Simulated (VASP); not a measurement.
Input of a VASP 6.6.1 run:

The input INCAR:

```
SYSTEM = ZnAu
ALGO = Fast
EDIFF = 1E-6
ENCUT = 520
GGA = PE
ISIF = 2
ISMEAR = 0
LASPH = .TRUE.
LCHARG = .FALSE.
LREAL = .FALSE.
LWAVE = .FALSE.
NBANDS = 18
NELM = 80
PREC = Accurate
SIGMA = 0.1
```

Contents of KPOINTS:

```
k-points
0
G
  12 12 12
  0 0 0
```

Contents of POSCAR:

```
ZnAu
1.0
    3.1708542600      0.0431768400      0.0431768400
    0.0431768400      3.2652642600     -0.0317217600
    0.0431768400     -0.0317217600      3.2652642600
Zn Au
1 1
Direct
    0.5000000000      0.4438269160      0.5561730840
    0.0000000000      0.0561730840     -0.0561730840
```

Potentials or basis: VASP PAW PBE potentials, release 64 (Zn, Au).

Run with:

```bash
$ cat potpaw_PBE.64/Zn/POTCAR potpaw_PBE.64/Au/POTCAR > POTCAR
$ mpirun -np 1 vasp_std > vasp.out
```

Question: Estimate the pressure.

Answer: 7.4 GPa.

Question: What does it give for the band gap on the k mesh?

Answer: Zero (an odd number of electrons rules out a gap without spin polarisation).

Question: Predict the largest force.

Answer: 2.207 eV/Å.

Forces in eV/Å, atoms in the order of the input:
```
Zn   0.000  1.561 -1.561
Au   0.000 -1.561  1.561
```

Caveat: the cell differs from its parent crystal (strained and its atoms moved); the stress differs along the axes, from 5 to 12 GPa; spin-orbit coupling is left out, which moves the levels of the heavy elements; forces of over 1 eV/Å act on the atoms, so gaps and moduli don't describe the material at rest.
